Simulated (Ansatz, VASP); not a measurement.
One calculation of Br, two programs

```
Br
1.0
    -1.28677    1.72000    3.57799
     1.28677   -1.72000    3.57799
     1.28677    1.72000   -3.57799
Br
1
Direct
  0.00000 0.00000 0.00000
```

Alike in both runs: task single point; functional PBE; k mesh 2 × 2 × 2; no spin polarisation.

```csv
,VASP,Ansatz
version,VASP 6.6.1,Ansatz 0.2.0
potentials or method,"VASP PAW PBE potentials, release 64 (Br), cutoff 500 eV","scalar-relativistic, plane waves, PAW"
occupations,"methfessel-paxton of order 1, width 0.16 eV","cold, width 0.16 eV"
valence electrons in the cell,7,7
```

```tsv
	VASP	Ansatz	Ansatz less VASP
pressure (GPa)	4.9	4.9	0.00
traceless stress, the component that is largest in VASP (GPa)	10.93	10.93	+0.009
```

The k mesh is coarse, so the values compare programs but aren't converged.
